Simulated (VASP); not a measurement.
# AlO (Pm-3m) in VASP: single point with PBE

Aim: the single point of AlO with PBE.

All numbers are computed with VASP 6.6.1; they aren't measurements. Logs are shortened: lines on timing, memory, paths and dates and some standing lists are left out, and cuts for length are marked.

**1. The cell of the first run**

It takes space group Pm-3m (No. 221, cubic). Conventional cell: a = 5.487 Å, b = 5.487 Å, c = 5.487 Å, α = 90.00°, β = 90.00°, γ = 90.00°. Al (site symmetry 4/mmm) has 4 O at 2.74 Å within 3.6 Å. O (site symmetry 4/mmm) has 4 Al at 2.74 Å within 3.6 Å.

The cell was built from a structure type or drawn by symmetry, and may not be a known phase.

**2. Single point, PBE, collinear spin, ferromagnetic start**

INCAR

```
PREC     = Accurate       # precision mode
ENCUT    = 520            # plane-wave cutoff, eV
EDIFF    = 1E-6           # SCF threshold, eV
ISMEAR   = 0              # smearing method
SIGMA    = 0.1            # smearing width, eV
LREAL    = False          # projectors in reciprocal space
LASPH    = True           # aspherical terms in the spheres
NELM     = 150            # most SCF steps
ALGO     = Normal         # electronic algorithm
ISIF     = 2              # what is computed and relaxed
LWAVE    = False          # write WAVECAR
LCHARG   = True           # write CHGCAR
ISPIN    = 2              # spin polarisation
MAGMOM   = 0 0 0 1 1 1    # initial moments
LORBIT   = 11             # projections on sites
GGA      = PE             # functional
LELF     = True           # ELF
LVHAR    = True         
NBANDS   = 26             # bands
```

KPOINTS

```
Automatic mesh
0
Gamma
  4 4 4
```

POSCAR

```
AlO
1.0
    5.4871625700      0.0000000000      0.0000000000
    0.0000000000      5.4871625700      0.0000000000
    0.0000000000      0.0000000000      5.4871625700
Al O
3 3
Direct
    0.5000000000      0.0000000000      0.0000000000
    0.0000000000      0.5000000000      0.0000000000
    0.0000000000      0.0000000000      0.5000000000
    0.0000000000      0.5000000000      0.5000000000
    0.5000000000      0.0000000000      0.5000000000
    0.5000000000      0.5000000000      0.0000000000
```

Potentials or basis: VASP PAW PBE potentials, release 64 (Al, O).

On the command line:

```console
$ cat potpaw_PBE.64/Al/POTCAR potpaw_PBE.64/O/POTCAR > POTCAR
$ mpirun -np 1 vasp_std > vasp.out
```

OUTCAR:

```text
PREC = Accurate
   ENCUT = 520
   EDIFF = 1E-6
   ISMEAR = 0
   LREAL = False
   LASPH = True
   NELM = 150
   ISIF = 2
   ISPIN = 2
   LORBIT = 11
   GGA = PE

 ion  position               nearest neighbor table
   1  0.500  0.000  0.000-
   2  0.000  0.500  0.000-
   3  0.000  0.000  0.500-
   4  0.000  0.500  0.500-
   5  0.500  0.000  0.500-
   6  0.500  0.500  0.000-

  LATTYP: Found a simple cubic cell.
 ALAT       =     5.4871625700

  Lattice vectors:

 A1 = (   5.4871625700,   0.0000000000,   0.0000000000)
 A2 = (   0.0000000000,   5.4871625700,   0.0000000000)
 A3 = (   0.0000000000,   0.0000000000,   5.4871625700)

Analysis of symmetry for initial positions (statically):
=====================================================================
 Subroutine PRICEL returns:
 Original cell was already a primitive cell.

 Routine SETGRP: Setting up the symmetry group for a
 simple cubic supercell.

 Subroutine GETGRP returns: Found 48 space group operations
 (whereof 48 operations were pure point group operations)
 out of a pool of 48 trial point group operations.

The static configuration has the point symmetry O_h .

Analysis of symmetry for dynamics (positions and initial velocities):
=====================================================================
 Subroutine PRICEL returns:
 Original cell was already a primitive cell.

 Routine SETGRP: Setting up the symmetry group for a
 simple cubic supercell.

 Subroutine GETGRP returns: Found 48 space group operations
 (whereof 48 operations were pure point group operations)
 out of a pool of 48 trial point group operations.

The dynamic configuration has the point symmetry O_h .

Analysis of structural, dynamic, and magnetic symmetry:
=====================================================================
 Subroutine PRICEL returns:
 Original cell was already a primitive cell.

 Routine SETGRP: Setting up the symmetry group for a
 simple cubic supercell.

 Subroutine GETGRP returns: Found 48 space group operations
 (whereof 48 operations were pure point group operations)
 out of a pool of 48 trial point group operations.

The overall configuration has the point symmetry O_h .

 Subroutine INISYM returns: Found 48 space group operations
 (whereof 48 operations are pure point group operations),
 and found     1 'primitive' translations

----------------------------------------------------------------------------------------

                                     Primitive cell

  volume of cell :     165.2127

  direct lattice vectors                    reciprocal lattice vectors
     5.487162570  0.000000000  0.000000000     0.182243553  0.000000000  0.000000000
     0.000000000  5.487162570  0.000000000     0.000000000  0.182243553  0.000000000
     0.000000000  0.000000000  5.487162570     0.000000000  0.000000000  0.182243553

  length of vectors
     5.487162570  5.487162570  5.487162570     0.182243553  0.182243553  0.182243553

  position of ions in fractional coordinates (direct lattice)
     0.500000000  0.000000000  0.000000000
     0.000000000  0.500000000  0.000000000
     0.000000000  0.000000000  0.500000000
     0.000000000  0.500000000  0.500000000
     0.500000000  0.000000000  0.500000000
     0.500000000  0.500000000  0.000000000

  ion indices of the primitive-cell ions
   primitive index   ion index
                 1           1
                 2           2
                 3           3
                 4           4
                 5           5
                 6           6

----------------------------------------------------------------------------------------

 KPOINTS: Automatic mesh

Automatic generation of k-mesh.
 Grid dimensions read from file:
 generate k-points for:    4    4    4

 Generating k-lattice:

  Cartesian coordinates                     Fractional coordinates (reciprocal lattice)
     0.045560888  0.000000000  0.000000000     0.250000000  0.000000000  0.000000000
     0.000000000  0.045560888  0.000000000     0.000000000  0.250000000  0.000000000
     0.000000000  0.000000000  0.045560888     0.000000000  0.000000000  0.250000000

  Length of vectors
     0.045560888  0.045560888  0.045560888

  Shift w.r.t. Gamma in fractional coordinates (k-lattice)
     0.000000000  0.000000000  0.000000000

 Subroutine IBZKPT returns following result:
 ===========================================

 Found     10 irreducible k-points:

 Following reciprocal coordinates:
            Coordinates               Weight
  0.000000  0.000000  0.000000      1.000000
  0.250000  0.000000  0.000000      6.000000
  0.500000  0.000000  0.000000      3.000000
  0.250000  0.250000  0.000000     12.000000
  0.500000  0.250000  0.000000     12.000000
  0.500000  0.500000  0.000000      3.000000
  0.250000  0.250000  0.250000      8.000000
  0.500000  0.250000  0.250000     12.000000
  0.500000  0.500000  0.250000      6.000000
  0.500000  0.500000  0.500000      1.000000
   k-points           NKPTS =     10   k-points in BZ     NKDIM =     10   number of bands    NBANDS=     26
   number of dos      NEDOS =    301   number of ions     NIONS =      6
   total plane-waves  NPLWV =  74088
   dimension x,y,z NGX =    42 NGY =   42 NGZ =   42
   dimension x,y,z NGXF=    84 NGYF=   84 NGZF=   84
   ions per type =               3   3
   NGX,Y,Z   is equivalent  to a cutoff of  12.72, 12.72, 12.72 a.u.
   NGXF,Y,Z  is equivalent  to a cutoff of  25.45, 25.45, 25.45 a.u.
 SYSTEM =  unknown system
   PREC   = accura    normal or accurate (medium, high low for compatibility)
   ISTART =      0    job   : 0-new  1-cont  2-samecut
   ICHARG =      2    charge: 1-file 2-atom 10-const
   ISPIN  =      2    spin polarized calculation?
   LNONCOLLINEAR =      F non collinear calculations
   LSORBIT =      F    spin-orbit coupling
   LASPH  =      T    aspherical Exc in radial PAW
   ENCUT  =  520.0 eV  38.22 Ry    6.18 a.u.  10.20 10.20 10.20*2*pi/ulx,y,z
   NELM   =    150;   NELMIN=  2; NELMDL= -5     # of ELM steps
   EDIFF  = 0.1E-05   stopping-criterion for ELM
   LREAL  =      F    real-space projection
   EDIFFG = 0.1E-04   stopping-criterion for IOM
   NSW    =      0    number of steps for IOM
   IBRION =     -1    ionic relax: 0-MD 1-quasi-New 2-CG
   NFREE  =      0    steps in history (QN), initial steepest desc. (CG)
   ISIF   =      2    stress and relaxation
   ISYM   =      2    0-nonsym 1-usesym 2-fastsym
   POTIM  = 0.5000    time-step for ionic-motion
   TEBEG  =    0.0;   TEEND  =   0.0 temperature during run
   PSTRESS=    0.0 pullay stress
   NELECT =      27.0000    total number of electrons
   NUPDOWN=      -1.0000    fix difference up-down
   EMIN   =  10.00;   EMAX   =-10.00  energy-range for DOS
   EFERMI =   0.00;   METHOD = LEGACY
   ISMEAR =     0;   SIGMA  =   0.10  broadening in eV -4-tet -1-fermi 0-gaus
   EFERMI_NEDOS =   21; number of points for ismear=-14 and -15
   IALGO  =     38    algorithm
   IMIX   =      4    mixing-type and parameters
     AMIX     =   0.40;   BMIX     =  1.00
     AMIX_MAG =   1.60;   BMIX_MAG =  1.00
  volume/ion in A,a.u.               =      27.54       185.82
  Fermi-wavevector in a.u.,A,eV,Ry     =   0.895052  1.691403 10.899873  0.801118
  Thomas-Fermi vector in A             =   2.017335
   LORBIT       =     11    0 simple, 1 ext, 2 COOP (PROOUT), +10 PAW based schemes
   GGA     = PE    functional components
   LHFCALC =     F    Hartree Fock is set to
   AEXX    =    0.0000 exact exchange contribution
   IVDW    =     0    specifies the selected vdW correction
   LEPSILON=     F    determine dielectric tensor
   LRPA    =     F    only Hartree local field effects (RPA)
 spin polarized calculation
 Gauss-broadening in eV      SIGMA  =   0.10
  energy-cutoff  :      520.00
  volume of cell :      165.21
 maximum number of plane-waves:      4492
 NGX is ok and might be reduce to    42
   NGX = 21   NGY = 21   NGZ = 21

 number of electron      27.0000003 magnetization       1.6245165

 Free energy of the ion-electron system (eV)
  ---------------------------------------------------
  ext. energy  EPLUGINS =         0.00000000
  ---------------------------------------------------
  free energy    TOTEN  =       -21.93101270 eV

  energy without entropy =      -21.87469357  energy(sigma->0) =      -21.90285313

 E-fermi :  -0.4664     XC(G=0):  -7.2788

 val. band max:       -0.4690522563   @ k =   0.5000   0.2500   0.2500
 cond. band min:      -0.4578076718   @ k =   0.2500   0.2500   0.2500
 fundamental gap:      0.0112445845
 Fermi energy:        -0.4663882665

 spin component 1

 k-point     1 :       0.0000    0.0000    0.0000
  band No.  band energies     occupation
      1     -16.6123      1.00000
      2     -16.4775      1.00000
      3     -16.4775      1.00000
      4      -4.5153      1.00000
      5      -3.0120      1.00000
      6      -3.0120      1.00000
[... 269 lines left out ...]
     24       5.3139      0.00000
     25       7.1607      0.00000
 Fermi energy:        -0.4663882665

 spin component 2

 k-point     1 :       0.0000    0.0000    0.0000
  band No.  band energies     occupation
      1     -15.8292      1.00000
      2     -15.6748      1.00000
      3     -15.6748      1.00000
      4      -4.4422      1.00000
      5      -2.6215      1.00000
      6      -2.6215      1.00000
[... 269 lines left out ...]
     24       5.3196      0.00000
     25       7.5186      0.00000
 [bands above 25 left out]

------------------------ aborting loop because EDIFF is reached ----------------------------------------

  FORCE on cell =-STRESS in cart. coord.  units (eV):
  Direction    XX          YY          ZZ          XY          YZ          ZX
  --------------------------------------------------------------------------------------
  -------------------------------------------------------------------------------------
  Total      -15.2537388    -15.2537388    -15.2537388     -0.0000000     -0.0000000     -0.0000000
  in kB     -147.9256227   -147.9256227   -147.9256227     -0.0000000     -0.0000000     -0.0000000
  external PRESSURE =    -147.9256227 kB  Pullay stress =       0.0000000 kB

 VOLUME and BASIS-vectors are now :
 -----------------------------------------------------------------------------
  energy-cutoff  :      520.00
  volume of cell :      165.21
      direct lattice vectors                 reciprocal lattice vectors
     5.487162570  0.000000000  0.000000000     0.182243553  0.000000000  0.000000000
     0.000000000  5.487162570  0.000000000     0.000000000  0.182243553  0.000000000
     0.000000000  0.000000000  5.487162570     0.000000000  0.000000000  0.182243553

 POSITION                                       TOTAL-FORCE (eV/Angst)
 -----------------------------------------------------------------------------------
      2.74358      0.00000      0.00000         0.000000      0.000000      0.000000
      0.00000      2.74358      0.00000         0.000000      0.000000      0.000000
      0.00000      0.00000      2.74358         0.000000      0.000000      0.000000
      0.00000      2.74358      2.74358         0.000000      0.000000      0.000000
      2.74358      0.00000      2.74358         0.000000      0.000000      0.000000
      2.74358      2.74358      0.00000         0.000000      0.000000      0.000000
 -----------------------------------------------------------------------------------
    total drift:                                0.000000     -0.000000     -0.000000

  FREE ENERGIE OF THE ION-ELECTRON SYSTEM (eV)
  ---------------------------------------------------
  free  energy   TOTEN  =       -21.9310127016 eV

  energy  without entropy=      -21.8746935661  energy(sigma->0) =      -21.90285313

 total charge

# of ion       s       p       d       tot
------------------------------------------
    1        0.519   0.099   0.000   0.618
    2        0.519   0.099   0.000   0.618
    3        0.519   0.099   0.000   0.618
    4        1.597   3.112   0.000   4.709
    5        1.597   3.112   0.000   4.709
    6        1.597   3.112   0.000   4.709
--------------------------------------------------
tot          6.347   9.633   0.000  15.980

 magnetization (x)

# of ion       s       p       d       tot
------------------------------------------
    1        0.026  -0.006   0.000   0.020
    2        0.026  -0.006   0.000   0.020
    3        0.026  -0.006   0.000   0.020
    4        0.006   0.413   0.000   0.419
    5        0.006   0.413   0.000   0.419
    6        0.006   0.413   0.000   0.419
--------------------------------------------------
tot          0.096   1.222   0.000   1.318
```

It took 6.4 min on 1 thread of Intel Xeon 8259CL, shared host; peak memory 0.34 GiB.

What came out:

* Free energy: -21.9310 eV
* Pressure: -14.8 GPa
* Net moment: 1.62 μB per cell
* Site moments: Al +0.02; O +0.42 μB
* Valence electrons inside the program's atomic spheres: Al 0.62; O 4.71

Caveat: the cell stands under tension.
